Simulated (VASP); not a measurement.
# BP (lda) (F-43m) in VASP: notebook, part 2 of 2

VASP 6.6.1. The steps go on from the part before.

### 3 Single point, LDA

This run uses another cell than the first one, of 11.32 Å³/atom, 0.969 times its volume.

File INCAR:

```
ALGO = Normal ; EDIFF = 1E-6
ENCUT = 500 ; GGA = CA
GGA_COMPAT = False ; ISIF = 2
ISMEAR = 0 ; LASPH = True
LCHARG = True ; LELF = True
LREAL = False ; LVHAR = True
LWAVE = False ; NBANDS = 11
NELM = 120 ; PREC = Accurate
SIGMA = 0.02
```

File KPOINTS:

```
k-points
0
Gamma
  8 8 8
```

File POSCAR:

```
BP
1.0
    0.0000000000      2.2453766344      2.2453766344
    2.2453766344      0.0000000000      2.2453766344
    2.2453766344      2.2453766344      0.0000000000
B P
1 1
Direct
    0.0000000000      0.0000000000      0.0000000000
    0.2500000000      0.2500000000      0.2500000000
```

Potentials or basis: VASP PAW LDA potentials, release 64 (B, P).

Started as:

```bash
$ cat potpaw_LDA.64/B/POTCAR potpaw_LDA.64/P/POTCAR > POTCAR
$ mpirun -np 1 vasp_std > vasp.out
```

Wall time 9.8 s (1 thread of Intel Xeon 8259CL, shared host); peak memory 0.12 GiB.

It converged, with:

```yaml
Free_energy: -14.3971 eV
Pressure: -0.1 GPa
Band_gap_on_the_k_mesh: 1.18 eV, indirect (least direct gap 3.43 eV)
```

Levels at points of the mesh, in eV from the valence-band top:
```
           k point  band 1  band 2  band 3  band 4  band 5  band 6  band 7  band 8  band 9
(0.00, 0.00, 0.00)  -15.67    0.00    0.00    0.00    3.43    3.43    3.43    7.85   11.48
(0.50, 0.00, 0.00)  -12.22   -9.24   -1.79   -1.79    3.97    4.70    4.70   10.03   14.78
(0.50, 0.50, 0.00)  -10.67   -8.65   -4.22   -4.22    1.24    1.53   12.29   12.29   15.36
```

A k mesh can miss the band edges. A hybrid or GW would open this gap; LDA tends to underestimate it.

### 4 Single point, LDA

This run uses another cell than the first one, of 11.32 Å³/atom, 0.969 times its volume.

File INCAR:

```
SYSTEM = BP
PREC = Accurate
ENCUT = 500
EDIFF = 1E-6
ISMEAR = 0
SIGMA = 0.01
LREAL = .FALSE.
LASPH = .TRUE.
NELM = 120
ALGO = Normal
ISIF = 2
LWAVE = .FALSE.
LCHARG = .TRUE.
GGA = CA
LELF = .TRUE.
LVHAR = .TRUE.
NBANDS = 11
GGA_COMPAT = .FALSE.
```

File KPOINTS:

```
Automatic mesh
0
G
  8 8 8
  0 0 0
```

POSCAR is that of step 3.

Potentials or basis: VASP PAW LDA potentials, release 64 (B, P).

Started as:

```bash
$ cat potpaw_LDA.64/B/POTCAR potpaw_LDA.64/P/POTCAR > POTCAR
$ mpirun -np 1 vasp_std > vasp.out
```

OUTCAR:

```text
SYSTEM = BP
   PREC = Accurate
   ENCUT = 500
   EDIFF = 1E-6
   ISMEAR = 0
   LREAL = .FALSE.
   LASPH = .TRUE.
   NELM = 120
   ISIF = 2
   GGA = CA

 ion  position               nearest neighbor table
   1  0.000  0.000  0.000-   2 1.94   2 1.94   2 1.94   2 1.94
   2  0.250  0.250  0.250-   1 1.94   1 1.94   1 1.94   1 1.94

  LATTYP: Found a face centered cubic cell.
 ALAT       =     4.4907532688

  Lattice vectors:

 A1 = (   0.0000000000,   2.2453766344,   2.2453766344)
 A2 = (   2.2453766344,   0.0000000000,   2.2453766344)
 A3 = (   2.2453766344,   2.2453766344,   0.0000000000)

Analysis of symmetry for initial positions (statically):
=====================================================================
 Subroutine PRICEL returns:
 Original cell was already a primitive cell.

 Routine SETGRP: Setting up the symmetry group for a
 face centered cubic supercell.

 Subroutine GETGRP returns: Found 24 space group operations
 (whereof 24 operations were pure point group operations)
 out of a pool of 48 trial point group operations.

The static configuration has the point symmetry T_d .

Analysis of symmetry for dynamics (positions and initial velocities):
[... 166 lines left out ...]
 k-point     1 :       0.0000    0.0000    0.0000
  band No.  band energies     occupation
      1      -7.8843      2.00000
      2       7.7857      2.00000
      3       7.7857      2.00000
      4       7.7857      2.00000
      5      11.2138      0.00000
      6      11.2138      0.00000
      7      11.2138      0.00000
      8      15.6375      0.00000
      9      19.2652      0.00000
     10      20.0596      0.00000
     11      20.0596      0.00000
[... 309 lines left out ...]
 k-point    24 :      -0.3750    0.2500    0.1250
  band No.  band energies     occupation
      1      -3.7584      2.00000
      2      -0.8208      2.00000
      3       3.1856      2.00000
      4       4.5788      2.00000
      5      11.9061      0.00000
      6      13.0697      0.00000
      7      16.2450      0.00000
      8      17.6657      0.00000
      9      18.2949      0.00000
     10      22.3416      0.00000
     11      24.7095      0.00000

 [... further k-points ...]
[... 5 lines left out ...]
  --------------------------------------------------------------------------------------
  -------------------------------------------------------------------------------------
  Total       -0.0171401     -0.0171401     -0.0171401     -0.0000000      0.0000000     -0.0000000
  in kB       -1.2129068     -1.2129068     -1.2129068     -0.0000000      0.0000000     -0.0000000
  external PRESSURE =      -1.2129068 kB  Pullay stress =       0.0000000 kB

 VOLUME and BASIS-vectors are now :
 -----------------------------------------------------------------------------
  energy-cutoff  :      500.00
  volume of cell :       22.64
      direct lattice vectors                 reciprocal lattice vectors
     0.000000000  2.245376634  2.245376634    -0.222679791  0.222679791  0.222679791
     2.245376634  0.000000000  2.245376634     0.222679791 -0.222679791  0.222679791
     2.245376634  2.245376634  0.000000000     0.222679791  0.222679791 -0.222679791

 POSITION                                       TOTAL-FORCE (eV/Angst)
 -----------------------------------------------------------------------------------
      0.00000      0.00000      0.00000        -0.000000      0.000000      0.000000
      1.12269      1.12269      1.12269         0.000000     -0.000000     -0.000000
 -----------------------------------------------------------------------------------
    total drift:                                0.000000      0.000000      0.000000

  FREE ENERGIE OF THE ION-ELECTRON SYSTEM (eV)
  ---------------------------------------------------
  free  energy   TOTEN  =       -14.3970858590 eV

  energy  without entropy=      -14.3970858590  energy(sigma->0) =      -14.39708586
```

stdout:

```text
POSCAR found type information on POSCAR B P
 POSCAR found :  2 types and       2 ions
 scaLAPACK will be used
 LDA part: xc-table for (Slater(with rela. corr.)+CA(PZ))
 , standard interpolation
 POSCAR, INCAR and KPOINTS ok, starting setup
 FFT: planning ... GRIDC
 FFT: planning ... GRID_SOFT
 FFT: planning ... GRID
 WAVECAR not read
 entering main loop
```

Run time: 8.2 s. Hardware: 1 thread of Intel Xeon 8259CL, shared host; peak memory 0.12 GiB.

Results:

```
Free energy            : -14.3971 eV
Pressure               : -0.1 GPa
Band gap on the k mesh : 1.18 eV, indirect (least direct gap 3.43 eV)
```

### 5 Single point, LDA

This run uses another cell than the first one, of 11.32 Å³/atom, 0.969 times its volume.

File INCAR:

```
ALGO = Normal ; EDIFF = 1E-6
ENCUT = 500 ; GGA_COMPAT = False
ISIF = 2 ; ISMEAR = 0
LASPH = True ; LCHARG = False
LREAL = False ; LWAVE = False
NBANDS = 11 ; NELM = 120
PREC = Accurate ; SIGMA = 0.01
```

File KPOINTS:

```
k-points
0
Gamma
  8 8 8
```

POSCAR is that of step 4.

Started as:

```bash
$ cat potpaw_LDA.64/B/POTCAR potpaw_LDA.64/P/POTCAR > POTCAR
$ mpirun -np 1 vasp_std > vasp.out
```

Run time: 7.4 s. Hardware: 1 thread of Intel Xeon 8259CL, shared host; peak memory 0.12 GiB.

The run converged. Its results:

```
Free energy            : -14.3971 eV
Pressure               : -0.1 GPa
Band gap on the k mesh : 1.18 eV, indirect (least direct gap 3.43 eV)
```

Levels at points of the mesh, in eV from the valence-band top:
```csv
k point,band 2,band 3,band 4,band 5,band 6,band 7
"(0.00, 0.00, 0.00)",0.00,0.00,0.00,3.43,3.43,3.43
"(0.50, 0.00, 0.00)",-9.24,-1.79,-1.79,3.97,4.70,4.70
"(0.50, 0.50, 0.00)",-8.65,-4.22,-4.22,1.24,1.53,12.29
```

### 6 Relaxation of cell and atoms, LDA

File INCAR:

```
  ALGO = Normal
  EDIFF = 1E-7
  EDIFFG = -0.002
  ENCUT = 500
  GGA = CA
  GGA_COMPAT = F
  IBRION = 2
  ISIF = 3
  ISMEAR = 0
  LASPH = T
  LCHARG = F
  LREAL = F
  LWAVE = F
  NELM = 120
  NELMIN = 4
  NSW = 100
  PREC = Accurate
  SIGMA = 0.02
```

KPOINTS is that of step 5.

File POSCAR:

```
BP
1.0
    0.0000000000      2.2690000000      2.2690000000
    2.2690000000      0.0000000000      2.2690000000
    2.2690000000      2.2690000000      0.0000000000
B P
1 1
Direct
    0.0000000000      0.0000000000      0.0000000000
    0.2500000000      0.2500000000      0.2500000000
```

Potentials or basis: VASP PAW LDA potentials, release 64 (B, P).

Started as:

```bash
$ cat potpaw_LDA.64/B/POTCAR potpaw_LDA.64/P/POTCAR > POTCAR
$ mpirun -np 1 vasp_std > vasp.out
```

Wall time 13 s (1 thread of Intel Xeon 8259CL, shared host); peak memory 0.12 GiB.

The run converged. Its results:

```yaml
Free_energy: -14.3974 eV
Relaxed_volume: 11.31 Å³/atom
Relaxed_cell: a = 3.175 Å, b = 3.175 Å, c = 3.175 Å, α = 60.00°, β = 60.00°, γ = 60.00°
Space_group_after_relaxing_to_0.05_Å: F-43m (No. 216)
Energy_gained_by_relaxing: 6.3 meV/atom
Ionic_steps: 3
Pressure_after_relaxing: 0.0 GPa
Band_gap_on_the_k_mesh: 1.18 eV, indirect (least direct gap 3.43 eV)
```

Step by step:
```
step  energy change (eV)  largest force (eV/Å)  pressure (GPa)  volume (Å³)
   1              0.0000                0.0000           -5.30        23.36
   2             -0.0051                0.0000            4.47        22.08
   3             -0.0125                0.0000           -0.01        22.63
```

Final structure:
```
B P
1.0
     0.00000    2.24491    2.24491
     2.24491    0.00000    2.24491
     2.24491    2.24491    0.00000
B P
1 1
Direct
  0.00000 0.00000 0.00000
  0.25000 0.25000 0.25000
```

Levels at points of the mesh, in eV from the valence-band top:
| k point | band 2 | band 3 | band 4 | band 5 | band 6 | band 7 |
| --- | --- | --- | --- | --- | --- | --- |
| (0.00, 0.00, 0.00) | 0.00 | 0.00 | 0.00 | 3.43 | 3.43 | 3.43 |
| (0.50, 0.00, 0.00) | -9.24 | -1.79 | -1.79 | 3.98 | 4.70 | 4.70 |
| (0.50, 0.50, 0.00) | -8.65 | -4.22 | -4.22 | 1.24 | 1.53 | 12.30 |

A k mesh can miss the band edges. LDA gaps usually lie below the measured ones, often by a third to a half.

### 7 Summary

| task | cell | k mesh | smearing | gap on the mesh (eV) | pressure (GPa) |
| --- | --- | --- | --- | --- | --- |
| single point | a = 3.209 Å, angles 60.0°, 2 atoms | 6 × 6 × 6 | gaussian 0.1 eV | 1.30 | -5.2 |
| single point | a = 3.175 Å, angles 60.0°, 2 atoms | 8 × 8 × 8 | gaussian 0.02 eV | 1.18 | -0.1 |
| single point | a = 3.175 Å, angles 60.0°, 2 atoms | 8 × 8 × 8 | gaussian 0.01 eV | 1.18 | -0.1 |
| relaxation of cell and atoms | relaxed from a = 3.209 Å, angles 60.0°, 2 atoms | 8 × 8 × 8 | gaussian 0.02 eV | 1.18 | 0.0 |

Alike in all rows: level LDA; potentials or basis VASP PAW LDA potentials, release 64 (B, P); no spin polarisation; cutoff (eV) 500.

Total energies depend on the potentials used, so only differences within one code and one set of settings carry meaning.
